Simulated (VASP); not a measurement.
# W4C in VASP: notebook

W4C is run at these levels: PBE; tasks: single point.

All numbers are computed with VASP 6.6.1; they aren't measurements. Logs are shortened: lines on timing, memory, paths and dates and some standing lists are left out, and cuts for length are marked.

### Step 1. The cell of the first run

The cell holds a slab with vacuum, 5 atoms: a = 2.855 Å, b = 4.037 Å, c = 19.457 Å, α = 90.00°, β = 90.00°, γ = 90.00°.

### Step 2. Single point, PBE

File INCAR:

```
SYSTEM = W4C
PREC = Accurate ; ENCUT = 520
EDIFF = 1E-6 ; ISMEAR = 0
SIGMA = 0.1 ; LREAL = .FALSE.
LASPH = .TRUE. ; NELM = 80
ALGO = Normal ; ISIF = 2
LWAVE = .FALSE. ; LCHARG = .TRUE.
LDIPOL = .TRUE. ; IDIPOL = 3
DIPOL = 0.5 0.5 0.335 ; GGA = PE
LELF = .TRUE. ; LVHAR = .TRUE.
LVACPOTAV = .TRUE. ; NBANDS = 38
```

File KPOINTS:

```
regular mesh
0
G
  9 7 1
  0 0 0
```

File POSCAR:

```
W4C
1.0
    2.8547213223      0.0000000000      0.0000000000
    0.0000000000      4.0371856107      0.0000000000
    0.0000000000      0.0000000000     19.4570327473
W C
4 1
Direct
    0.5000000000      0.5000000000      0.2055811928
    0.0000000000      0.0000000000      0.2789408195
    0.5000000000      0.5000000000      0.3513926690
    0.0000000000      0.0000000000      0.4089540708
    0.0000000000      0.5000000000      0.4296896449
```

Potentials or basis: VASP PAW PBE potentials, release 64 (W_sv, C).

Run with:

```console
cat potpaw_PBE.64/W_sv/POTCAR potpaw_PBE.64/C/POTCAR > POTCAR
mpirun -np 1 vasp_std > vasp.out
```

OUTCAR:

```text
SYSTEM = W4C
   PREC = Accurate
   ENCUT = 520
   EDIFF = 1E-6
   ISMEAR = 0
   LREAL = .FALSE.
   LASPH = .TRUE.
   NELM = 80
   ISIF = 2
   GGA = PE

 ion  position               nearest neighbor table
   1  0.500  0.500  0.206-   3 2.84   2 2.85   2 2.85   2 2.85   2 2.85
   2  0.000  0.000  0.279-   4 2.53   3 2.85   3 2.85   3 2.85   3 2.85   1 2.85   1 2.85   1 2.85
                             1 2.85
   3  0.500  0.500  0.351-   5 2.09   5 2.09   4 2.71   4 2.71   4 2.71   4 2.71   1 2.84   2 2.85
                             2 2.85   2 2.85   2 2.85
   4  0.000  0.000  0.409-   5 2.06   5 2.06   2 2.53   3 2.71   3 2.71   3 2.71   3 2.71
   5  0.000  0.500  0.430-   4 2.06   4 2.06   3 2.09   3 2.09

  LATTYP: Found a simple orthorhombic cell.
 ALAT       =     2.8547213223
 B/A-ratio  =     1.4142135623
 C/A-ratio  =     6.8157380531

  Lattice vectors:

 A1 = (   2.8547213223,   0.0000000000,   0.0000000000)
 A2 = (   0.0000000000,   4.0371856107,   0.0000000000)
 A3 = (   0.0000000000,   0.0000000000,  19.4570327473)

Analysis of symmetry for initial positions (statically):
=====================================================================
 Subroutine PRICEL returns:
 Original cell was already a primitive cell.

 Routine SETGRP: Setting up the symmetry group for a
 simple orthorhombic supercell.

 Subroutine GETGRP returns: Found  4 space group operations
 (whereof  4 operations were pure point group operations)
 out of a pool of  8 trial point group operations.

The static configuration has the point symmetry C_2v.

Analysis of symmetry for dynamics (positions and initial velocities):
=====================================================================
 Subroutine PRICEL returns:
 Original cell was already a primitive cell.

 Routine SETGRP: Setting up the symmetry group for a
 simple orthorhombic supercell.

 Subroutine GETGRP returns: Found  4 space group operations
 (whereof  4 operations were pure point group operations)
 out of a pool of  8 trial point group operations.

The dynamic configuration has the point symmetry C_2v.

 Subroutine INISYM returns: Found  4 space group operations
 (whereof  4 operations are pure point group operations),
 and found     1 'primitive' translations

----------------------------------------------------------------------------------------

                                     Primitive cell

  volume of cell :     224.2431

  direct lattice vectors                    reciprocal lattice vectors
     2.854721322  0.000000000  0.000000000     0.350296890  0.000000000  0.000000000
     0.000000000  4.037185611  0.000000000     0.000000000  0.247697306  0.000000000
     0.000000000  0.000000000 19.457032747     0.000000000  0.000000000  0.051395298

  length of vectors
     2.854721322  4.037185611 19.457032747     0.350296890  0.247697306  0.051395298

  position of ions in fractional coordinates (direct lattice)
     0.500000000  0.500000000  0.205581193
     0.000000000  0.000000000  0.278940820
     0.500000000  0.500000000  0.351392669
     0.000000000  0.000000000  0.408954071
     0.000000000  0.500000000  0.429689645

  ion indices of the primitive-cell ions
   primitive index   ion index
                 1           1
                 2           2
                 3           3
                 4           4
                 5           5

----------------------------------------------------------------------------------------

 KPOINTS: regular mesh

Automatic generation of k-mesh.
 Grid dimensions read from file:
 generate k-points for:    9    7    1

 Generating k-lattice:

  Cartesian coordinates                     Fractional coordinates (reciprocal lattice)
     0.038921877  0.000000000  0.000000000     0.111111111  0.000000000  0.000000000
     0.000000000  0.035385329  0.000000000     0.000000000  0.142857143  0.000000000
     0.000000000  0.000000000  0.051395298     0.000000000  0.000000000  1.000000000

  Length of vectors
     0.038921877  0.035385329  0.051395298

  Shift w.r.t. Gamma in fractional coordinates (k-lattice)
     0.000000000  0.000000000  0.000000000

 Subroutine IBZKPT returns following result:
 ===========================================

 Found     20 irreducible k-points:

 Following reciprocal coordinates:
            Coordinates               Weight
  0.000000  0.000000  0.000000      1.000000
  0.111111  0.000000  0.000000      2.000000
  0.222222  0.000000  0.000000      2.000000
  0.333333  0.000000  0.000000      2.000000
  0.444444  0.000000  0.000000      2.000000
  0.000000  0.142857  0.000000      2.000000
[... 12 lines left out ...]
  0.333333  0.428571  0.000000      4.000000
  0.444444  0.428571  0.000000      4.000000
   k-points           NKPTS =     20   k-points in BZ     NKDIM =     20   number of bands    NBANDS=     38
   number of dos      NEDOS =    301   number of ions     NIONS =      5
   total plane-waves  NPLWV = 108000
   dimension x,y,z NGX =    24 NGY =   30 NGZ =  150
   dimension x,y,z NGXF=    48 NGYF=   60 NGZF=  300
   ions per type =               4   1
   NGX,Y,Z   is equivalent  to a cutoff of  13.98, 12.35, 12.82 a.u.
   NGXF,Y,Z  is equivalent  to a cutoff of  27.95, 24.71, 25.63 a.u.
 SYSTEM =  W4C
   PREC   = accura    normal or accurate (medium, high low for compatibility)
   ISTART =      0    job   : 0-new  1-cont  2-samecut
   ICHARG =      2    charge: 1-file 2-atom 10-const
   ISPIN  =      1    spin polarized calculation?
   LNONCOLLINEAR =      F non collinear calculations
   LSORBIT =      F    spin-orbit coupling
   LASPH  =      T    aspherical Exc in radial PAW
   ENCUT  =  520.0 eV  38.22 Ry    6.18 a.u.   5.31  7.51 36.18*2*pi/ulx,y,z
   NELM   =     80;   NELMIN=  2; NELMDL= -5     # of ELM steps
   EDIFF  = 0.1E-05   stopping-criterion for ELM
   LREAL  =      F    real-space projection
   EDIFFG = 0.1E-04   stopping-criterion for IOM
   NSW    =      0    number of steps for IOM
   IBRION =     -1    ionic relax: 0-MD 1-quasi-New 2-CG
   NFREE  =      0    steps in history (QN), initial steepest desc. (CG)
   ISIF   =      2    stress and relaxation
   ISYM   =      2    0-nonsym 1-usesym 2-fastsym
   POTIM  = 0.5000    time-step for ionic-motion
   TEBEG  =    0.0;   TEEND  =   0.0 temperature during run
   PSTRESS=    0.0 pullay stress
   NELECT =      60.0000    total number of electrons
   NUPDOWN=      -1.0000    fix difference up-down
   EMIN   =  10.00;   EMAX   =-10.00  energy-range for DOS
   EFERMI =   0.00;   METHOD = LEGACY
   ISMEAR =     0;   SIGMA  =   0.10  broadening in eV -4-tet -1-fermi 0-gaus
   EFERMI_NEDOS =   21; number of points for ismear=-14 and -15
   IALGO  =     38    algorithm
   IMIX   =      4    mixing-type and parameters
     AMIX     =   0.40;   BMIX     =  1.00
     AMIX_MAG =   1.60;   BMIX_MAG =  1.00
  volume/ion in A,a.u.               =      44.85       302.65
  Fermi-wavevector in a.u.,A,eV,Ry     =   1.054918  1.993507 15.141284  1.112853
  Thomas-Fermi vector in A             =   2.190097
   LORBIT       =      0    0 simple, 1 ext, 2 COOP (PROOUT), +10 PAW based schemes
   GGA     = PE    functional components
   LHFCALC =     F    Hartree Fock is set to
   AEXX    =    0.0000 exact exchange contribution
   IVDW    =     0    specifies the selected vdW correction
   LEPSILON=     F    determine dielectric tensor
   LRPA    =     F    only Hartree local field effects (RPA)
 non-spin polarized calculation
 Gauss-broadening in eV      SIGMA  =   0.10
  energy-cutoff  :      520.00
  volume of cell :      224.24
 maximum number of plane-waves:      6071
 NGX is ok and might be reduce to    24
   NGX = 11   NGY = 15   NGZ = 73

 dipolmoment           0.000000      0.000000     -0.056021 electrons x Angstroem

 number of electron      59.9999988 magnetization

 dipolmoment           0.000000      0.000000      0.041408 electrons x Angstroem

 Free energy of the ion-electron system (eV)
  ---------------------------------------------------
  ext. energy  EPLUGINS =         0.00000000
  ---------------------------------------------------
  free energy    TOTEN  =       -54.61868952 eV

  energy without entropy =      -54.59900192  energy(sigma->0) =      -54.60884572

 E-fermi :   0.3067     XC(G=0):  -5.2144

 val. band max:        0.2662214971   @ k =   0.0000   0.4286   0.0000
 cond. band min:       0.3304259080   @ k =   0.4444   0.4286   0.0000
 fundamental gap:      0.0642044109
 Fermi energy:         0.3067191795

 k-point     1 :       0.0000    0.0000    0.0000
  band No.  band energies     occupation
      1     -73.6939      2.00000
      2     -73.4124      2.00000
      3     -73.2912      2.00000
      4     -73.0870      2.00000
      5     -38.1792      2.00000
      6     -38.0878      2.00000
[... 30 lines left out ...]
     37       3.5386      0.00000
     38       3.5766      0.00000

 k-point     2 :       0.1111    0.0000    0.0000
  band No.  band energies     occupation
      1     -73.6895      2.00000
      2     -73.4066      2.00000
      3     -73.2867      2.00000
      4     -73.0851      2.00000
      5     -38.1418      2.00000
      6     -38.0911      2.00000
[... 30 lines left out ...]
     37       2.7181      0.00000
     38       3.4377      0.00000

 k-point     3 :       0.2222    0.0000    0.0000
  band No.  band energies     occupation
      1     -73.6782      2.00000
      2     -73.3919      2.00000
      3     -73.2752      2.00000
      4     -73.0805      2.00000
      5     -38.1240      2.00000
      6     -38.0404      2.00000
[... 30 lines left out ...]
     37       3.0309      0.00000
[... 617 lines left out ...]
 k-point    19 :       0.3333    0.4286    0.0000
  band No.  band energies     occupation
      1     -73.6642      2.00000
      2     -73.3715      2.00000
      3     -73.2606      2.00000
      4     -73.0808      2.00000
      5     -38.2401      2.00000
      6     -38.1487      2.00000
[... 30 lines left out ...]
     37       3.6322      0.00000
     38       4.2883      0.00000

 k-point    20 :       0.4444    0.4286    0.0000
  band No.  band energies     occupation
      1     -73.6567      2.00000
      2     -73.3635      2.00000
      3     -73.2521      2.00000
      4     -73.0732      2.00000
      5     -38.3778      2.00000
      6     -38.2389      2.00000
[... 30 lines left out ...]
     37       4.5280      0.00000
     38       4.9244      0.00000

------------------------ aborting loop because EDIFF is reached ----------------------------------------

  FORCE on cell =-STRESS in cart. coord.  units (eV):
  Direction    XX          YY          ZZ          XY          YZ          ZX
  --------------------------------------------------------------------------------------
  -------------------------------------------------------------------------------------
  Total        5.6708061      4.9690641      2.0335036      0.0000000      0.0000000      0.0000000
  in kB       40.5169119     35.5030884     14.5290257      0.0000000      0.0000000      0.0000000
  external PRESSURE =      30.1830087 kB  Pullay stress =       0.0000000 kB

 VOLUME and BASIS-vectors are now :
 -----------------------------------------------------------------------------
  energy-cutoff  :      520.00
  volume of cell :      224.24
      direct lattice vectors                 reciprocal lattice vectors
     2.854721322  0.000000000  0.000000000     0.350296890  0.000000000  0.000000000
     0.000000000  4.037185611  0.000000000     0.000000000  0.247697306  0.000000000
     0.000000000  0.000000000 19.457032747     0.000000000  0.000000000  0.051395298

 POSITION                                       TOTAL-FORCE (eV/Angst)
 -----------------------------------------------------------------------------------
      1.42736      2.01859      4.00000         0.000000      0.000000      2.018835
      0.00000      0.00000      5.42736         0.000000      0.000000     -3.366602
      1.42736      2.01859      6.83706         0.000000      0.000000     -1.362850
      0.00000      0.00000      7.95703         0.000000      0.000000      2.644447
      0.00000      2.01859      8.36049         0.000000      0.000000      0.066170
 -----------------------------------------------------------------------------------
    total drift:                                0.000000     -0.000000      0.000713

  FREE ENERGIE OF THE ION-ELECTRON SYSTEM (eV)
  ---------------------------------------------------
  free  energy   TOTEN  =       -54.6186895155 eV

  energy  without entropy=      -54.5990019211  energy(sigma->0) =      -54.60884572

 vacuum level on the upper side and lower side of the slab         5.126         4.475
```

It took 6.7 min on 1 thread of Intel Xeon Platinum 8488C (Sapphire Rapids), shared host; peak memory 0.38 GiB.

Results:

| Property | Result |
| --- | --- |
| Free energy | -54.6187 eV |
| Largest force | 3.367 eV/Å |
| Band gap on the k mesh | zero (bands 30 and 31 overlap by 0.52 eV) |

Forces in eV/Å, atoms in the order of the input:
```
W    0.000  0.000  2.019
W    0.000  0.000 -3.367
W    0.000  0.000 -1.363
W    0.000  0.000  2.644
C    0.000  0.000  0.066
```

Caveat: spin-orbit coupling is left out, which moves the levels of the heavy elements.

### Step 3. Single point, PBE

File INCAR:

```
SYSTEM = W4C
PREC = Accurate
ENCUT = 520
EDIFF = 1E-6
ISMEAR = 0
SIGMA = 0.1
LREAL = .False.
LASPH = .True.
NELM = 80
ALGO = Normal
ISIF = 2
LWAVE = .False.
LCHARG = .False.
LDIPOL = .True.
IDIPOL = 3
DIPOL = 0.5 0.5 0.339
GGA = PE
NBANDS = 38
```

File KPOINTS:

```
Automatic mesh
0
Gamma
  9 7 1
  0 0 0
```

Changes to POSCAR since step 2:

```diff
@@ -12,2 +12,2 @@
     0.0000000000      0.0000000000      0.4089540708
-    0.0000000000      0.5000000000      0.4296896449
+    0.5000000000      0.5000000000      0.4494936375
```

Potentials or basis: VASP PAW PBE potentials, release 64 (W_sv, C).

Run with:

```console
cat potpaw_PBE.64/W_sv/POTCAR potpaw_PBE.64/C/POTCAR > POTCAR
mpirun -np 1 vasp_std > vasp.out
```

OUTCAR:

```text
SYSTEM = W4C
   PREC = Accurate
   ENCUT = 520
   EDIFF = 1E-6
   ISMEAR = 0
   LREAL = .False.
   LASPH = .True.
   NELM = 80
   ISIF = 2
   GGA = PE

 ion  position               nearest neighbor table
   1  0.500  0.500  0.206-   3 2.84   2 2.85   2 2.85   2 2.85   2 2.85
   2  0.000  0.000  0.279-   4 2.53   3 2.85   3 2.85   3 2.85   3 2.85   1 2.85   1 2.85   1 2.85
                             1 2.85
   3  0.500  0.500  0.351-   5 1.91   4 2.71   4 2.71   4 2.71   4 2.71   1 2.84   2 2.85   2 2.85
                             2 2.85   2 2.85
   4  0.000  0.000  0.409-   2 2.53   5 2.60   5 2.60   5 2.60   5 2.60   3 2.71   3 2.71   3 2.71
                             3 2.71
[... 1028 lines left out ...]
  Total       -1.9898688     -1.9286416      4.2280204      0.0000000      0.0000000      0.0000000
  in kB      -14.2172622    -13.7798052     30.2084614      0.0000000      0.0000000      0.0000000
  external PRESSURE =       0.7371314 kB  Pullay stress =       0.0000000 kB

 VOLUME and BASIS-vectors are now :
 -----------------------------------------------------------------------------
  energy-cutoff  :      520.00
  volume of cell :      224.24
      direct lattice vectors                 reciprocal lattice vectors
     2.854721322  0.000000000  0.000000000     0.350296890  0.000000000  0.000000000
     0.000000000  4.037185611  0.000000000     0.000000000  0.247697306  0.000000000
     0.000000000  0.000000000 19.457032747     0.000000000  0.000000000  0.051395298

 POSITION                                       TOTAL-FORCE (eV/Angst)
 -----------------------------------------------------------------------------------
      1.42736      2.01859      4.00000         0.000000      0.000000      1.792632
      0.00000      0.00000      5.42736         0.000000      0.000000     -2.978213
      1.42736      2.01859      6.83706         0.000000      0.000000     -3.367492
      0.00000      0.00000      7.95703         0.000000      0.000000      4.480819
      1.42736      2.01859      8.74581         0.000000      0.000000      0.072254
 -----------------------------------------------------------------------------------
    total drift:                                0.000000     -0.000000      0.000693

  FREE ENERGIE OF THE ION-ELECTRON SYSTEM (eV)
  ---------------------------------------------------
  free  energy   TOTEN  =       -52.6209283659 eV

  energy  without entropy=      -52.5870920591  energy(sigma->0) =      -52.60401021

 vacuum level on the upper side and lower side of the slab         6.017         3.965
```

OSZICAR:

```text
N       E                     dE             d eps       ncg     rms          rms(c)
DAV:   1     0.680653705370E+03    0.68065E+03   -0.36985E+04  1872   0.147E+03
DAV:   2    -0.277992924716E+02   -0.70845E+03   -0.69584E+03  1796   0.448E+02
[... 22 lines left out ...]
DAV:  25    -0.526209041434E+02   -0.83032E-05   -0.56952E-07  1118   0.435E-03    0.250E-03
DAV:  26    -0.526209205192E+02   -0.16376E-04   -0.13494E-06  1178   0.511E-03    0.194E-03
DAV:  27    -0.526209242610E+02   -0.37418E-05   -0.20392E-07  1062   0.239E-03    0.134E-03
DAV:  28    -0.526209259989E+02   -0.17379E-05   -0.11949E-07   986   0.117E-03    0.678E-04
DAV:  29    -0.526209281598E+02   -0.21609E-05   -0.16458E-07  1044   0.145E-03    0.296E-04
DAV:  30    -0.526209283659E+02   -0.20604E-06   -0.20316E-08   922   0.651E-04
   1 F= -.52620928E+02 E0= -.52604010E+02  d E =-.338363E-01
```

stdout:

```text
POSCAR found type information on POSCAR W C
 POSCAR found :  2 types and       5 ions
 scaLAPACK will be used
 LDA part: xc-table for (Slater+PW92), standard interpolation
 POSCAR, INCAR and KPOINTS ok, starting setup
 FFT: planning ... GRIDC
 FFT: planning ... GRID_SOFT
 FFT: planning ... GRID
 WAVECAR not read
 entering main loop
```

It took 3.5 min on 1 thread of Intel Xeon Platinum 8488C (Sapphire Rapids), shared host; peak memory 0.38 GiB.

What came out:

| Quantity | Value |
| --- | --- |
| Free energy | -52.6209 eV |
| Largest force | 4.481 eV/Å |
| Band gap on the k mesh | zero (bands 30 and 31 overlap by 1.53 eV) |

Forces on the atoms (eV/Å):
```
W    0.000  0.000  1.793
W    0.000  0.000 -2.978
W    0.000  0.000 -3.367
W    0.000  0.000  4.481
C    0.000  0.000  0.072
```

Levels at points of the mesh, in eV from the Fermi level:
```tsv
k point	band 28	band 29	band 30	band 31	band 32	band 33
(0.00, 0.00, 0.00)	-0.73	-0.37	-0.15	-0.02	0.13	0.87
```

Caveat: spin-orbit coupling is left out, which moves the levels of the heavy elements.

The gap in the log of VASP goes by the Fermi energy; the results here count the filled bands.